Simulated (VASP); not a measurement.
Set up this calculation in VASP 6.6.1, as the native input.

* Task: single point
* Functional: BLYP
* Potentials or basis: VASP PAW PBE potentials, release 64 (Pb_d, Te)
* Cutoff: 520 eV
* k mesh: 7 × 7 × 7
* Occupations: fermi-dirac, width 0.05 eV
* Spin: no spin polarisation
* Dipole correction: no
* Further INCAR settings: ALGO = Normal; EDIFF = 1e-07; NBANDS = 17

The structure of TePb lies in POSCAR:

```
TePb
1.0
    0.0000000000      3.1873324849      3.1873324849
    3.1873324849      0.0000000000      3.1873324849
    3.1873324849      3.1873324849      0.0000000000
Pb Te
1 1
Direct
    0.0000000000      0.0000000000      0.0000000000
    0.5000000000      0.5000000000      0.5000000000
```

These files were run (other wordings do the same):

INCAR

```
PREC = Accurate ; ENCUT = 520
EDIFF = 1E-7 ; ISMEAR = -1
SIGMA = 0.05 ; LREAL = False
LASPH = True ; NELM = 60
ALGO = Normal ; ISIF = 2
LWAVE = False ; LCHARG = True
GGA = B5 ; ALDAX = 1.0
AGGAX = 1.0 ; AGGAC = 1.0
ALDAC = 0.0 ; LELF = True
LVHAR = True ; NBANDS = 17
```

KPOINTS

```
regular mesh
0
Gamma
  7 7 7
```

Potentials or basis: VASP PAW PBE potentials, release 64 (Pb_d, Te).

Run with:

```console
$ cat potpaw_PBE.64/Pb_d/POTCAR potpaw_PBE.64/Te/POTCAR > POTCAR
$ mpirun -np 1 vasp_std > vasp.out
```

It gave:

- Pressure: 7.9 GPa

Caveat: the PAW data sets were made with another functional, which shifts forces and pressure a little.

Run time: 63 s on 1 thread of AMD EPYC 7R43 64-Core Processor (Zen 3) (shared host), peak memory 0.16 GiB.
